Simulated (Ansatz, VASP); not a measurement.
# Ti: VASP beside Ansatz

File INCAR:

```
PREC = Accurate ; ENCUT = 520
EDIFF = 1E-6 ; ISMEAR = -5
SIGMA = 0.15 ; LREAL = F
LASPH = T ; NELM = 80
ALGO = Fast ; ISIF = 2
LWAVE = F ; LCHARG = F
GGA = PE ; NBANDS = 12
```

File KPOINTS:

```
Automatic mesh
0
Gamma
  20 20 20
```

File POSCAR:

```
Ti
1.0
    0.0000000000      2.3665164302      1.7377330147
    2.3665164302      0.0000000000      1.7377330147
    2.3665164302      2.3665164302      0.0000000000
Ti
1
Direct
    0.0000000000      0.0000000000      0.0000000000
```

Input for Ansatz:

```yaml
crystal:
  lattice:
    - [0.0, 2.3665164302, 1.7377330147]
    - [2.3665164302, 0.0, 1.7377330147]
    - [2.3665164302, 2.3665164302, 0.0]
  atoms:
    - { symbol: Ti, position: [0.0, 0.0, 0.0] }
basis:
  ecutwfc: 520.0
kpoints:
  mp_grid: { grid: [20, 20, 20] }
hamiltonian:
  xc: pbe
  pseudopotentials: { kind: paw, azcp: { folder: soft_1 } }
scf:
  occupations: { method: tetrahedron }
output:
  forces: true
  eigenvalues: true
  stress: true
```

Alike in both runs: task single point; functional PBE; k mesh 20 × 20 × 20; occupations tetrahedron; no spin polarisation.

|  | VASP | Ansatz |
| --- | --- | --- |
| version | VASP 6.6.1 | Ansatz 0.2.0 |
| potentials or method | VASP PAW PBE potentials, release 64 (Ti_sv), cutoff 520 eV | scalar-relativistic, plane waves, PAW |
| valence electrons in the cell | 12 | 12 |

|  | VASP | Ansatz | Ansatz less VASP |
| --- | --- | --- | --- |
| gap on the k mesh at the Fermi level (eV) | none | none | - |
| pressure (GPa) | -10.6 | -10.5 | +0.09 |
| traceless stress, the component that is largest in VASP (GPa) | 0.53 | 0.52 | -0.018 |

A gap of «none» marks a metal or a gap that the smearing closes. Ansatz's warnings: band table not solved further, tetrahedron derivatives may miss energy slope.
